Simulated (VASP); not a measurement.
# NaF2 (P-3m1) in VASP: notebook, part 2 of 2

VASP 6.6.1. The steps go on from the part before.

## 3. Single point, PBE, collinear spin (atoms taken out)

File INCAR:

```
  PREC = Accurate
  ENCUT = 520
  EDIFF = 1E-6
  ISMEAR = 0
  SIGMA = 0.1
  LREAL = F
  LASPH = T
  NELM = 150
  ALGO = Normal
  ISIF = 2
  LWAVE = F
  LCHARG = F
  ISPIN = 2
  MAGMOM = 0 1 1
  LORBIT = 11
  GGA = PE
  NBANDS = 22
```

File KPOINTS:

```
Automatic mesh
0
Gamma
  6 6 4
```

File POSCAR:

```
NaF2
1.0
    3.4489208600      0.0000000000      0.0000000000
   -1.7244604300      2.9868530800      0.0000000000
    0.0000000000      0.0000000000      5.3458273400
Na F
1 2
Direct
    0.0000000000      0.0000000000      0.0000000000
    0.3333333300      0.6666666700      0.2500000000
    0.6666666700      0.3333333300      0.7500000000
```

Potentials or basis: VASP PAW PBE potentials, release 64 (Na_pv, F).

Started as:

```bash
$ cat potpaw_PBE.64/Na_pv/POTCAR potpaw_PBE.64/F/POTCAR > POTCAR
$ mpirun -np 1 vasp_std > vasp.out
```

Wall time 42 s (1 thread of Intel Xeon Platinum 8488C (Sapphire Rapids), shared host); peak memory 0.21 GiB.

It converged, with:

- Free energy: -9.3988 eV
- Pressure: -2.0 GPa
- Largest force: 0.591 eV/Å
- Band gap on the k mesh: zero (filled and empty bands overlap)
- Net moment: 1.00 μB per cell
- Site moments: Na -0.00; F +0.44 μB
- Valence electrons inside the program's atomic spheres: Na 6.01; F 5.93

Forces in eV/Å, atoms in the order of the input:
```
Na   0.000  0.000  0.000
F    0.000  0.000 -0.591
F    0.000  0.000  0.591
```

Stress tensor (GPa, compression positive):
```
 0.22  0.00  0.00
 0.00  0.22  0.00
 0.00  0.00 -6.49
```

Levels at points of the mesh, in eV from the Fermi level:
Spin up:
```
           k point  band 9  band 10  band 11  band 12  band 13  band 14
(0.00, 0.00, 0.00)   -0.69    -0.53    -0.53     7.04    11.98    12.72
(0.50, 0.00, 0.00)   -1.11    -0.83    -0.64    11.14    11.77    14.01
(0.00, 0.00, 0.50)   -0.65    -0.58    -0.58     8.17     9.31    16.59
(0.50, 0.00, 0.50)   -1.01    -0.74    -0.73    11.65    12.29    13.06
```
Spin down:
```csv
k point,band 8,band 9,band 10,band 11,band 12,band 13
"(0.00, 0.00, 0.00)",-0.12,0.05,0.05,0.27,7.20,12.07
"(0.50, 0.00, 0.00)",-0.30,-0.27,-0.07,-0.02,11.31,11.96
"(0.00, 0.00, 0.50)",-0.07,-0.07,0.00,0.00,8.42,9.54
"(0.50, 0.00, 0.50)",-0.17,-0.17,-0.01,-0.01,11.84,12.47
```

Caveat: the cell differs from its parent crystal (atoms taken out).

## 4. Single point, PBE, collinear spin (atoms taken out)

File INCAR:

```
  PREC = Accurate
  ENCUT = 520
  EDIFF = 1E-7
  ISMEAR = 0
  SIGMA = 0.1
  LREAL = F
  LASPH = T
  NELM = 150
  ALGO = Normal
  ISIF = 2
  LWAVE = F
  LCHARG = T
  ISPIN = 2
  MAGMOM = 0 0.54 0.54
  LORBIT = 11
  GGA = PE
  LELF = T
  LVHAR = T
  NBANDS = 22
```

File KPOINTS:

```
Automatic mesh
0
Gamma
  6 6 6
```

File POSCAR:

```
NaF2
1.0
    3.6435948142      0.0000000000      0.0000000000
   -1.8217974071      3.1554456702      0.0000000000
    0.0000000000      0.0000000000      3.7301160543
Na F
1 2
Direct
    0.0000000000      0.0000000000      0.0000000000
    0.3333333333      0.6666666667      0.2555236717
    0.6666666667      0.3333333333      0.7444763283
```

Started as:

```bash
$ cat potpaw_PBE.64/Na_pv/POTCAR potpaw_PBE.64/F/POTCAR > POTCAR
$ mpirun -np 1 vasp_std > vasp.out
```

Run time: 41 s. Hardware: 1 thread of Intel Xeon Platinum 8488C (Sapphire Rapids), shared host; peak memory 0.18 GiB.

The run converged. Its results:

| Property | Result |
| --- | --- |
| Free energy | -9.8221 eV |
| Pressure | -0.1 GPa |
| Largest force | 0.005 eV/Å |
| Band gap on the k mesh | zero (filled and empty bands overlap) |
| Net moment | 1.00 μB per cell |
| Site moments | Na -0.00; F +0.45 μB |
| Valence electrons inside the program's atomic spheres | Na 6.03; F 5.94 |

Forces on the atoms (eV/Å):
```
Na   0.000  0.000  0.000
F    0.000  0.000  0.005
F    0.000  0.000 -0.005
```

Stress tensor (GPa, compression positive):
```
 0.09  0.00  0.00
 0.00  0.09  0.00
 0.00  0.00 -0.38
```

Levels at points of the mesh, in eV from the Fermi level:
Spin up:
```
           k point  band 7  band 8  band 9  band 10  band 11  band 12  band 13  band 14  band 15  band 16
(0.00, 0.00, 0.00)   -1.53   -1.53   -1.02    -0.78    -0.78     7.40    14.41    17.15    18.42    18.42
(0.50, 0.00, 0.00)   -1.88   -1.71   -1.48    -1.16    -0.71    11.25    11.82    14.70    18.47    18.92
(0.00, 0.00, 0.50)   -1.96   -1.18   -1.18    -1.10    -1.10    10.15    10.84    18.20    18.20    19.50
(0.50, 0.00, 0.50)   -2.46   -1.27   -1.16    -0.88    -0.88    12.33    14.09    14.10    14.16    19.14
```
Spin down:
```tsv
k point	band 6	band 7	band 8	band 9	band 10	band 11	band 12	band 13	band 14	band 15
(0.00, 0.00, 0.00)	-1.15	-0.96	-0.96	-0.18	-0.18	0.41	7.55	14.50	17.46	18.48
(0.50, 0.00, 0.00)	-1.48	-1.17	-0.60	-0.55	-0.11	-0.10	11.43	12.01	14.82	18.64
(0.00, 0.00, 0.50)	-0.75	-0.69	-0.61	-0.61	-0.52	-0.52	10.43	11.15	18.25	18.25
(0.50, 0.00, 0.50)	-1.67	-1.61	-0.70	-0.59	0.13	0.13	12.46	14.22	14.40	14.49
```

Caveat: the cell differs from its parent crystal (atoms taken out).

## 5. Relaxation of cell and atoms, PBE, collinear spin (atoms taken out)

File INCAR:

```
SYSTEM = NaF2
ALGO = Normal
EDIFF = 1E-7
EDIFFG = -0.04
ENCUT = 600
GGA = PE
IBRION = 2
ISIF = 3
ISMEAR = 0
ISPIN = 2
LASPH = .TRUE.
LCHARG = .FALSE.
LORBIT = 11
LREAL = .FALSE.
LWAVE = .FALSE.
MAGMOM = 0 1 1
NELM = 150
NSW = 90
PREC = Accurate
SIGMA = 0.1
```

File KPOINTS:

```
k-points
0
G
  6 6 4
  0 0 0
```

File POSCAR:

```
NaF2
1.0
    3.4489208600      0.0000000000      0.0000000000
   -1.7244604300      2.9868530800      0.0000000000
    0.0000000000      0.0000000000      5.3458273400
Na F
1 2
Direct
    0.0000000000      0.0000000000      0.0000000000
    0.3333333300      0.6666666700      0.2500000000
    0.6666666700      0.3333333300      0.7500000000
```

Started as:

```bash
$ cat potpaw_PBE.64/Na_pv/POTCAR potpaw_PBE.64/F/POTCAR > POTCAR
$ mpirun -np 1 vasp_std > vasp.out
```

It took 7.2 min on 1 thread of Intel Xeon Platinum 8488C (Sapphire Rapids), shared host; peak memory 0.23 GiB.

It converged, with:

```yaml
Free_energy: -9.8408 eV
Relaxed_volume: 14.04 Å³/atom
Relaxed_cell: a = 3.640 Å, b = 3.640 Å, c = 3.669 Å, α = 90.00°, β = 90.00°, γ = 120.00°
Space_group_after_relaxing_to_0.1_Å: P-3m1 (No. 164)
Energy_gained_by_relaxing: 146.9 meV/atom
Ionic_steps: 16
Pressure_after_relaxing: 0.2 GPa
Largest_force_after_relaxing: 0.005 eV/Å
Band_gap_on_the_k_mesh: zero (filled and empty bands overlap)
Net_moment: 1.00 μB per cell
Site_moments: Na -0.00; F +0.45 μB
Valence_electrons_inside_the_program's_atomic_spheres: Na 6.03; F 5.94
```

Forces in eV/Å, atoms in the order of the input:
```
Na   0.000  0.000  0.000
F    0.000  0.000  0.005
F    0.000  0.000 -0.005
```

Step by step:
| step | energy change (eV) | largest force (eV/Å) | pressure (GPa) | volume (Å³) |
| --- | --- | --- | --- | --- |
| 1 | 0.0000 | 0.5917 | -2.04 | 55.07 |
| 2 | -0.1070 | 0.4808 | -1.37 | 53.20 |
| 3 | -0.2681 | 0.1418 | 0.54 | 49.12 |
| 4 | -0.2131 | 0.8169 | 7.41 | 40.84 |
| 5 | -0.3158 | 0.1461 | 2.31 | 45.99 |
| 6 | -0.3781 | 0.0944 | 0.55 | 47.56 |
| 7 | -0.3968 | 0.0571 | -1.09 | 49.26 |
| 8 | -0.3974 | 0.0626 | -0.81 | 48.95 |
| 9 | -0.4048 | 0.0938 | -0.68 | 48.06 |
| 10 | -0.4187 | 0.1786 | -0.17 | 45.41 |
| 11 | -0.4197 | 0.2132 | 0.14 | 44.13 |
| 12 | -0.4269 | 0.1685 | 0.04 | 43.45 |
| 13 | -0.4316 | 0.0604 | -0.02 | 41.96 |
| 14 | -0.4320 | 0.0818 | -0.02 | 42.24 |
| 15 | -0.4371 | 0.0541 | 0.08 | 42.20 |
| 16 | -0.4406 | 0.0046 | 0.24 | 42.11 |

Final structure:
```
CELL_PARAMETERS angstrom
3.64021 0.00000 0.00000
-1.82011 3.15252 0.00000
0.00000 0.00000 3.66938
ATOMIC_POSITIONS crystal
Na 0.00000 0.00000 0.00000
F 0.33333 0.66667 0.25813
F 0.66667 0.33333 0.74187
```

Levels at points of the mesh, in eV from the Fermi level:
Spin up:
| k point | band 7 | band 8 | band 9 | band 10 | band 11 | band 12 | band 13 | band 14 | band 15 |
| --- | --- | --- | --- | --- | --- | --- | --- | --- | --- |
| (0.00, 0.00, 0.00) | -1.59 | -1.59 | -0.99 | -0.80 | -0.80 | 7.43 | 14.56 | 17.29 | 18.41 |
| (0.50, 0.00, 0.00) | -1.86 | -1.78 | -1.45 | -1.17 | -0.71 | 11.26 | 11.88 | 14.74 | 18.51 |
| (0.00, 0.00, 0.50) | -1.97 | -1.21 | -1.21 | -1.15 | -1.15 | 10.25 | 10.99 | 18.18 | 18.18 |
| (0.50, 0.00, 0.50) | -2.51 | -1.33 | -1.17 | -0.88 | -0.86 | 12.38 | 14.20 | 14.21 | 14.29 |
Spin down:
| k point | band 8 | band 9 | band 10 | band 11 | band 12 | band 13 |
| --- | --- | --- | --- | --- | --- | --- |
| (0.00, 0.00, 0.00) | -1.01 | -0.18 | -0.18 | 0.40 | 7.59 | 14.66 |
| (0.50, 0.00, 0.00) | -0.62 | -0.55 | -0.12 | -0.09 | 11.45 | 12.08 |
| (0.00, 0.00, 0.50) | -0.61 | -0.61 | -0.55 | -0.55 | 10.53 | 11.31 |
| (0.50, 0.00, 0.50) | -0.75 | -0.58 | 0.12 | 0.13 | 12.50 | 14.32 |

Caveat: the cell differs from its parent crystal (atoms taken out); the volume moved by over 15 % at a fixed basis, so the end points are rough.

## 6. The runs side by side

| task | cell | k mesh | cutoff (eV) | gap on the mesh (eV) | pressure (GPa) | moment (μB) | largest force (eV/Å) |
| --- | --- | --- | --- | --- | --- | --- | --- |
| single point | a = 3.644, b = 3.644, c = 3.730 Å, angles 90.0, 90.0, 120.0°, 3 atoms, atomic positions A | 6 × 6 × 4 | 520 | none | -0.1 | 1.00 | 0.01 |
| single point | a = 3.449, b = 3.449, c = 5.346 Å, angles 90.0, 90.0, 120.0°, 3 atoms, atomic positions B | 6 × 6 × 4 | 520 | none | -2.0 | 1.00 | 0.59 |
| single point | a = 3.644, b = 3.644, c = 3.730 Å, angles 90.0, 90.0, 120.0°, 3 atoms, atomic positions A | 6 × 6 × 6 | 520 | none | -0.1 | 1.00 | 0.01 |
| relaxation of cell and atoms | relaxed from a = 3.449, b = 3.449, c = 5.346 Å, angles 90.0, 90.0, 120.0°, 3 atoms, atomic positions B | 6 × 6 × 4 | 600 | none | 0.2 | 1.00 | - |

Alike in all rows: level PBE; potentials or basis VASP PAW PBE potentials, release 64 (Na_pv, F); spin collinear; smearing gaussian 0.1 eV.

Caveats: some runs use coarse meshes; the volume moved by over 15 % at a fixed basis, so the end points are rough (at least some runs).

Absolute energies hang on the potentials; compare differences alone.
